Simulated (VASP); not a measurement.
# K2S (Fm-3m) in VASP: a series of runs, part 2 of 2

VASP 6.6.1. Earlier steps stand in the parts before.

### 3 Single point, r2SCAN

This run uses another cell than the first one, of 33.84 Å³/atom.

POSCAR

```
K2S
1.0
    0.0000000000      3.7027187156      3.7027187156
    3.7027187156      0.0000000000      3.7027187156
    3.7027187156      3.7027187156      0.0000000000
K S
2 1
Direct
    0.2500000000      0.2500000000      0.2500000000
    0.7500000000      0.7500000000      0.7500000000
    0.0000000000      0.0000000000      0.0000000000
```

INCAR.step1

```
SYSTEM = K2S
PREC = Accurate
ENCUT = 550
ISMEAR = -1
SIGMA = 0.02
LREAL = .False.
LASPH = .True.
NELM = 120
NBANDS = 19
GGA = PE
ALGO = Normal
EDIFF = 1E-5
LWAVE = .True.
LCHARG = .False.
GGA_COMPAT = .False.
```

INCAR.step2

```
SYSTEM = K2S
PREC = Accurate
ENCUT = 550
EDIFF = 1E-6
ISMEAR = -1
SIGMA = 0.02
LREAL = .False.
LASPH = .True.
NELM = 120
ALGO = Normal
ISIF = 2
LWAVE = .False.
LCHARG = .False.
METAGGA = R2SCAN
LMIXTAU = .True.
NBANDS = 19
ISTART = 1
GGA_COMPAT = .False.
```

KPOINTS

```
regular mesh
0
Gamma
  6 6 6
  0 0 0
```

Potentials or basis: VASP PAW PBE potentials, release 64 (K_sv, S).

On the command line:

```console
$ cat potpaw_PBE.64/K_sv/POTCAR potpaw_PBE.64/S/POTCAR > POTCAR
$ cp INCAR.step1 INCAR
$ mpirun -np 1 vasp_std > vasp.out
$ cp INCAR.step2 INCAR
$ mpirun -np 1 vasp_std > vasp.out
```

OUTCAR:

```text
SYSTEM = K2S
   PREC = Accurate
   ENCUT = 550
   EDIFF = 1E-6
   ISMEAR = -1
   LREAL = .False.
   LASPH = .True.
   NELM = 120
   ISIF = 2
   METAGGA = R2SCAN
   ISTART = 1

 ion  position               nearest neighbor table
   1  0.250  0.250  0.250-   3 3.21   3 3.21   3 3.21   3 3.21   2 3.70   2 3.70   2 3.70   2 3.70
                             2 3.70   2 3.70
   2  0.750  0.750  0.750-   3 3.21   3 3.21   3 3.21   3 3.21   1 3.70   1 3.70   1 3.70   1 3.70
                             1 3.70   1 3.70
   3  0.000  0.000  0.000-   2 3.21   2 3.21   2 3.21   1 3.21   2 3.21   1 3.21   1 3.21   1 3.21

  LATTYP: Found a face centered cubic cell.
 ALAT       =     7.4054374312

  Lattice vectors:

 A1 = (   0.0000000000,   3.7027187156,   3.7027187156)
 A2 = (   3.7027187156,   0.0000000000,   3.7027187156)
 A3 = (   3.7027187156,   3.7027187156,   0.0000000000)

Analysis of symmetry for initial positions (statically):
=====================================================================
 Subroutine PRICEL returns:
 Original cell was already a primitive cell.

 Routine SETGRP: Setting up the symmetry group for a
 face centered cubic supercell.

 Subroutine GETGRP returns: Found 48 space group operations
 (whereof 48 operations were pure point group operations)
 out of a pool of 48 trial point group operations.

The static configuration has the point symmetry O_h .

Analysis of symmetry for dynamics (positions and initial velocities):
=====================================================================
 Subroutine PRICEL returns:
 Original cell was already a primitive cell.

 Routine SETGRP: Setting up the symmetry group for a
 face centered cubic supercell.

 Subroutine GETGRP returns: Found 48 space group operations
 (whereof 48 operations were pure point group operations)
 out of a pool of 48 trial point group operations.

The dynamic configuration has the point symmetry O_h .
[... 107 lines left out ...]
   ISMEAR =    -1;   SIGMA  =   0.02  broadening in eV -4-tet -1-fermi 0-gaus
   EFERMI_NEDOS =   21; number of points for ismear=-14 and -15
   IALGO  =     38    algorithm
   IMIX   =      4    mixing-type and parameters
     AMIX     =   0.40;   BMIX     =  1.00
     AMIX_MAG =   1.60;   BMIX_MAG =  1.00
  volume/ion in A,a.u.               =      33.84       228.38
  Fermi-wavevector in a.u.,A,eV,Ry     =   1.012235  1.912846 13.940787  1.024619
  Thomas-Fermi vector in A             =   2.145332
   LORBIT       =      0    0 simple, 1 ext, 2 COOP (PROOUT), +10 PAW based schemes
   METAGGA = R2SCAN    functional components
   LHFCALC =     F    Hartree Fock is set to
   AEXX    =    0.0000 exact exchange contribution
   IVDW    =     0    specifies the selected vdW correction
   LEPSILON=     F    determine dielectric tensor
   LRPA    =     F    only Hartree local field effects (RPA)
 non-spin polarized calculation
  energy-cutoff  :      550.00
  volume of cell :      101.53
 maximum number of plane-waves:      2988
   NGX = 21   NGY = 21   NGZ = 21

 number of electron      23.9999996 magnetization

 Free energy of the ion-electron system (eV)
  ---------------------------------------------------
  ext. energy  EPLUGINS =         0.00000000
  ---------------------------------------------------
  free energy    TOTEN  =       -23.81364839 eV

  energy without entropy =      -23.81364839  energy(sigma->0) =      -23.81364839

 E-fermi :  -0.1213     XC(G=0):  -7.7102

 val. band max:       -0.6096152220   @ k =   0.5000   0.5000   0.0000
 cond. band min:       2.1499540479   @ k =   0.0000   0.0000   0.0000
 fundamental gap:      2.7595692699
 Fermi energy:        -0.1212878064

 k-point     1 :       0.0000    0.0000    0.0000
  band No.  band energies     occupation
      1     -31.0670      2.00000
      2     -30.9871      2.00000
      3     -13.8861      2.00000
      4     -13.8861      2.00000
      5     -13.8861      2.00000
      6     -13.6551      2.00000
[... 329 lines left out ...]
      6     -13.7035      2.00000
[... 11 lines left out ...]
     18       7.4862      0.00000
     19       7.9083      0.00000

------------------------ aborting loop because EDIFF is reached ----------------------------------------

  FORCE on cell =-STRESS in cart. coord.  units (eV):
  Direction    XX          YY          ZZ          XY          YZ          ZX
  --------------------------------------------------------------------------------------
  -------------------------------------------------------------------------------------
  Total        0.0125021      0.0125021      0.0125021      0.0000000     -0.0000000     -0.0000000
  in kB        0.1972888      0.1972888      0.1972888      0.0000000     -0.0000000     -0.0000000
  external PRESSURE =       0.1972888 kB  Pullay stress =       0.0000000 kB

 VOLUME and BASIS-vectors are now :
 -----------------------------------------------------------------------------
  energy-cutoff  :      550.00
  volume of cell :      101.53
      direct lattice vectors                 reciprocal lattice vectors
     0.000000000  3.702718716  3.702718716    -0.135035912  0.135035912  0.135035912
     3.702718716  0.000000000  3.702718716     0.135035912 -0.135035912  0.135035912
     3.702718716  3.702718716  0.000000000     0.135035912  0.135035912 -0.135035912

 POSITION                                       TOTAL-FORCE (eV/Angst)
 -----------------------------------------------------------------------------------
      1.85136      1.85136      1.85136        -0.000000     -0.000000     -0.000000
      5.55408      5.55408      5.55408         0.000000      0.000000      0.000000
      0.00000      0.00000      0.00000         0.000000     -0.000000      0.000000
 -----------------------------------------------------------------------------------
    total drift:                               -0.000000     -0.000000      0.000000

  FREE ENERGIE OF THE ION-ELECTRON SYSTEM (eV)
  ---------------------------------------------------
  free  energy   TOTEN  =       -23.8136483940 eV

  energy  without entropy=      -23.8136483940  energy(sigma->0) =      -23.81364839
```

OUTCAR.step1:

```text
SYSTEM = K2S
   PREC = Accurate
   ENCUT = 550
   ISMEAR = -1
   LREAL = .False.
   LASPH = .True.
   NELM = 120
[... 565 lines left out ...]
      1.85136      1.85136      1.85136        -0.000000     -0.000000      0.000000
      5.55408      5.55408      5.55408         0.000000      0.000000     -0.000000
      0.00000      0.00000      0.00000         0.000000      0.000000      0.000000
 -----------------------------------------------------------------------------------
    total drift:                               -0.000000     -0.000000      0.000000

  FREE ENERGIE OF THE ION-ELECTRON SYSTEM (eV)
  ---------------------------------------------------
  free  energy   TOTEN  =        -9.4168679992 eV

  energy  without entropy=       -9.4168679992  energy(sigma->0) =       -9.41686800
```

OSZICAR.step1:

```text
N       E                     dE             d eps       ncg     rms          rms(c)
DAV:   1     0.164374835636E+03    0.16437E+03   -0.11146E+04   608   0.113E+03
DAV:   2     0.254084912680E+01   -0.16183E+03   -0.15679E+03   658   0.316E+02
DAV:   3    -0.105052683438E+02   -0.13046E+02   -0.12996E+02  1050   0.693E+01
DAV:   4    -0.108466714359E+02   -0.34140E+00   -0.34116E+00   893   0.107E+01
DAV:   5    -0.108605735394E+02   -0.13902E-01   -0.13901E-01   973   0.143E+00    0.526E+00
DAV:   6    -0.948178537749E+01    0.13788E+01   -0.36890E+00   837   0.735E+00    0.476E+00
DAV:   7    -0.939917487801E+01    0.82610E-01   -0.98081E-01   816   0.318E+00    0.350E+00
DAV:   8    -0.942892478753E+01   -0.29750E-01   -0.28735E-01   680   0.205E+00    0.111E+00
DAV:   9    -0.941103415727E+01    0.17891E-01   -0.98362E-02   695   0.905E-01    0.569E-01
DAV:  10    -0.941729231959E+01   -0.62582E-02   -0.11934E-02   686   0.411E-01    0.172E-01
DAV:  11    -0.941657735751E+01    0.71496E-03   -0.63656E-03   714   0.245E-01    0.113E-01
DAV:  12    -0.941686400945E+01   -0.28665E-03   -0.21821E-03   691   0.136E-01    0.122E-01
DAV:  13    -0.941686561435E+01   -0.16049E-05   -0.84817E-04   699   0.925E-02    0.214E-02
DAV:  14    -0.941686799919E+01   -0.23848E-05   -0.31049E-05   626   0.259E-02
   1 F= -.94168680E+01 E0= -.94168680E+01  d E =-.360373E-11
```

Wall time 4.3 min (1 thread of Intel Xeon 8259CL, shared host); peak memory 0.27 GiB.

Results:

- Free energy: -23.8136 eV
- Pressure: 0.0 GPa
- Band gap on the k mesh: 2.76 eV (least direct gap 2.95 eV)

Levels at points of the mesh, in eV from the valence-band top:
| k point | band 8 | band 9 | band 10 | band 11 | band 12 | band 13 | band 14 | band 15 | band 16 | band 17 |
| --- | --- | --- | --- | --- | --- | --- | --- | --- | --- | --- |
| (0.00, 0.00, 0.00) | -13.05 | -10.04 | -0.19 | -0.19 | -0.19 | 2.76 | 5.95 | 5.95 | 8.00 | 8.00 |
| (0.50, 0.00, 0.00) | -13.16 | -9.84 | -0.60 | -0.06 | -0.06 | 4.95 | 5.61 | 6.26 | 6.26 | 8.22 |
| (0.50, 0.50, 0.00) | -12.98 | -9.79 | -0.71 | 0.00 | 0.00 | 3.71 | 5.90 | 7.18 | 7.20 | 8.13 |

Caveat: the PAW data sets were made with another functional, which shifts forces and pressure a little. r2SCAN opens gaps a little over a GGA but as a rule still falls short of measured ones.

### 4 Relaxation of cell and atoms, PBE

This run uses another cell than the first one, of 33.65 Å³/atom.

INCAR

```
SYSTEM = K2S
PREC     = Accurate       ! precision mode
ENCUT    = 500            ! plane-wave cutoff, eV
EDIFF    = 1E-7           ! SCF threshold, eV
ISMEAR   = -1             ! smearing method
SIGMA    = 0.02           ! smearing width, eV
LREAL    = .False.        ! projectors in reciprocal space
LASPH    = .True.         ! aspherical terms in the spheres
NELM     = 120            ! most SCF steps
ALGO     = Normal         ! electronic algorithm
ISIF     = 3              ! what is computed and relaxed
LWAVE    = .False.        ! write WAVECAR
LCHARG   = .False.        ! write CHGCAR
GGA      = PE             ! functional
IBRION   = 2              ! ionic algorithm
NSW      = 80             ! ionic steps
EDIFFG   = -0.005         ! ionic threshold
GGA_COMPAT= .False.      
NELMIN   = 4
```

KPOINTS

```
Automatic mesh
0
Gamma
  6 6 6
  0 0 0
```

POSCAR

```
K2S
1.0
    0.0000000000      3.6955000000      3.6955000000
    3.6955000000      0.0000000000      3.6955000000
    3.6955000000      3.6955000000      0.0000000000
K S
2 1
Direct
    0.2500000000      0.2500000000      0.2500000000
    0.7500000000      0.7500000000      0.7500000000
    0.0000000000      0.0000000000      0.0000000000
```

On the command line:

```console
$ cat potpaw_PBE.64/K_sv/POTCAR potpaw_PBE.64/S/POTCAR > POTCAR
$ mpirun -np 1 vasp_std > vasp.out
```

Run time: 2.2 min. Hardware: 1 thread of Intel Xeon 8259CL, shared host; peak memory 0.25 GiB.

The run converged. Its results:

```
Free energy                           : -9.4202 eV
Relaxed volume                        : 34.70 Å³/atom
Relaxed cell                          : a = 5.280 Å, b = 5.280 Å, c = 5.280 Å, α = 60.00°, β = 60.00°, γ = 60.00°
Space group after relaxing (to 0.1 Å) : Fm-3m (No. 225)
Energy gained by relaxing             : 1.9 meV/atom
Ionic steps                           : 3
Pressure after relaxing               : 0.0 GPa
Band gap on the k mesh                : 2.32 eV (least direct gap 2.49 eV)
```

Step by step:
```csv
step,energy change (eV),largest force (eV/Å),pressure (GPa),volume (Å³)
1,0.0000,0.0000,0.60,100.94
2,-0.0048,0.0000,0.23,102.79
3,-0.0057,0.0000,-0.01,104.10
```

Final structure:
```
CELL_PARAMETERS angstrom
0.00000 3.73366 3.73366
3.73366 0.00000 3.73366
3.73366 3.73366 0.00000
ATOMIC_POSITIONS crystal
K 0.25000 0.25000 0.25000
K 0.75000 0.75000 0.75000
S 0.00000 0.00000 0.00000
```

Levels at points of the mesh, in eV from the valence-band top:
| k point | band 9 | band 10 | band 11 | band 12 | band 13 | band 14 | band 15 | band 16 |
| --- | --- | --- | --- | --- | --- | --- | --- | --- |
| (0.00, 0.00, 0.00) | -9.59 | -0.17 | -0.17 | -0.17 | 2.32 | 5.46 | 5.46 | 7.39 |
| (0.50, 0.00, 0.00) | -9.42 | -0.60 | -0.06 | -0.06 | 4.67 | 4.90 | 5.78 | 5.78 |
| (0.50, 0.50, 0.00) | -9.37 | -0.72 | 0.00 | 0.00 | 3.50 | 5.24 | 6.46 | 6.58 |

A k mesh can miss the band edges. Zero-point motion and thermal expansion aren't in these numbers.

### 5 Relaxation of cell and atoms, PBEsol

INCAR

```
SYSTEM = K2S
  PREC = Accurate
  ENCUT = 500
  EDIFF = 1E-7
  ISMEAR = -1
  SIGMA = 0.02
  LREAL = .False.
  LASPH = .True.
  NELM = 120
  ALGO = Normal
  ISIF = 3
  LWAVE = .False.
  LCHARG = .False.
  GGA = PS
  IBRION = 2
  NSW = 80
  EDIFFG = -0.005
  GGA_COMPAT = .False.
  NELMIN = 4
```

KPOINTS is that of step 4.

POSCAR

```
K2S
1.0
    0.0000000000      3.7306299260      3.7306299260
    3.7306299260      0.0000000000      3.7306299260
    3.7306299260      3.7306299260      0.0000000000
K S
2 1
Direct
    0.2500000000      0.2500000000      0.2500000000
    0.7500000000      0.7500000000      0.7500000000
    0.0000000000      0.0000000000      0.0000000000
```

On the command line:

```console
$ cat potpaw_PBE.64/K_sv/POTCAR potpaw_PBE.64/S/POTCAR > POTCAR
$ mpirun -np 1 vasp_std > vasp.out
```

It took 2.2 min on 1 thread of Intel Xeon 8259CL, shared host; peak memory 0.25 GiB.

It converged, with:

```
Free energy                           : -9.8646 eV
Relaxed volume                        : 33.02 Å³/atom
Relaxed cell                          : a = 5.194 Å, b = 5.194 Å, c = 5.194 Å, α = 60.00°, β = 60.00°, γ = 60.00°
Space group after relaxing (to 0.1 Å) : Fm-3m (No. 225)
Energy gained by relaxing             : 4.6 meV/atom
Ionic steps                           : 3
Pressure after relaxing               : 0.0 GPa
Band gap on the k mesh                : 2.34 eV (least direct gap 2.56 eV)
```

Step by step:
```
step  energy change (eV)  largest force (eV/Å)  pressure (GPa)  volume (Å³)
   1              0.0000                0.0000           -0.87       103.84
   2             -0.0111                0.0000           -0.40       101.05
   3             -0.0137                0.0000           -0.02        99.06
```

Final structure:
```
K S
1.0
     0.00000    3.67247    3.67247
     3.67247    0.00000    3.67247
     3.67247    3.67247    0.00000
K S
2 1
Direct
  0.25000 0.25000 0.25000
  0.75000 0.75000 0.75000
  0.00000 0.00000 0.00000
```

Levels at points of the mesh, in eV from the valence-band top:
| k point | band 10 | band 11 | band 12 | band 13 | band 14 | band 15 |
| --- | --- | --- | --- | --- | --- | --- |
| (0.00, 0.00, 0.00) | -0.22 | -0.22 | -0.22 | 2.34 | 5.42 | 5.42 |
| (0.50, 0.00, 0.00) | -0.65 | -0.08 | -0.08 | 4.67 | 5.05 | 5.80 |
| (0.50, 0.50, 0.00) | -0.79 | 0.00 | 0.00 | 3.42 | 5.27 | 6.60 |

Caveat: the PAW data sets were made with another functional, which shifts forces and pressure a little. Expect the measured gap to be larger: semilocal functionals such as PBEsol lack the derivative discontinuity.

### 6 Overview

| task | level | cell | cutoff (eV) | gap on the mesh (eV) | pressure (GPa) | relaxed volume (Å³/atom) |
| --- | --- | --- | --- | --- | --- | --- |
| single point | PBE | a = 5.276 Å, angles 60.0°, 3 atoms | 500 | 2.32 | 0.0 | - |
| single point | r2SCAN | a = 5.236 Å, angles 60.0°, 3 atoms | 550 | 2.76 | 0.0 | - |
| relaxation of cell and atoms | PBE | relaxed from a = 5.226 Å, angles 60.0°, 3 atoms | 500 | 2.32 | 0.0 | 34.70 |
| relaxation of cell and atoms | PBEsol | relaxed from a = 5.276 Å, angles 60.0°, 3 atoms | 500 | 2.34 | 0.0 | 33.02 |

Alike in all rows: potentials or basis VASP PAW PBE potentials, release 64 (K_sv, S); no spin polarisation; k mesh 6 × 6 × 6; smearing fermi-dirac 0.02 eV.

Caveats: the PAW data sets were made with another functional, which shifts forces and pressure a little (at least some runs).

Total energies depend on the potentials used, so only differences within one code and one set of settings carry meaning.
